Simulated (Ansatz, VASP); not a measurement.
## Pt in VASP and in Ansatz

Contents of INCAR:

```
ALGO = Normal
EDIFF = 1E-6
ENCUT = 520
GGA = PS
ISIF = 2
ISMEAR = 0
LASPH = T
LCHARG = T
LELF = T
LREAL = F
LVHAR = T
LWAVE = F
NBANDS = 11
NELM = 80
PREC = Accurate
SIGMA = 0.1
```

File KPOINTS:

```
k-points
0
Gamma
  9 9 8
```

File POSCAR:

```
Pt
1.0
    2.7082391295      0.0000000000      0.0000000000
   -1.3541195647      2.3454038856      0.0000000000
    0.0000000000      0.0000000000      2.5305109366
Pt
1
Direct
    0.0000000000      0.0000000000      0.0000000000
```

Input for Ansatz:

```yaml
crystal:
  lattice:
    - [2.7082391295, 0.0, 0.0]
    - [-1.3541195647, 2.3454038856, 0.0]
    - [0.0, 0.0, 2.5305109366]
  atoms:
    - { symbol: Pt, position: [0.0, 0.0, 0.0] }
basis:
  ecutwfc: 420
kpoints:
  mp_grid: { grid: [9, 9, 8] }
hamiltonian:
  xc: pbesol
scf:
  occupations: { method: gaussian, width: 0.1 }
  lower_state_search: "off"
output:
  forces: true
  stress: true
  eigenvalues: true
```

Alike in both runs: task single point; functional PBEsol; k mesh 9 × 9 × 8; occupations gaussian, width 0.1 eV; no spin polarisation.

```csv
,VASP,Ansatz
version,VASP 6.6.1,Ansatz 0.2.0
potentials or method,"VASP PAW PBE potentials, release 64 (Pt), cutoff 520 eV","scalar-relativistic, plane waves, PAW"
valence electrons in the cell,10,18
```

|  | VASP | Ansatz | Ansatz less VASP |
| --- | --- | --- | --- |
| gap on the k mesh at the Fermi level (eV) | none | none | - |
| pressure (GPa) | 1.5 | 1.9 | +0.44 |
| traceless stress, the component that is largest in VASP (GPa) | 20.95 | 20.96 | +0.011 |

VASP's potentials were made for PBE, not for PBEsol. A gap of «none» marks a metal or a gap that the smearing closes. VASP's potentials hold 10 valence electrons a cell and Ansatz's 18, so a difference there can come from the potentials and not from the codes.

Spin-orbit coupling is off throughout.
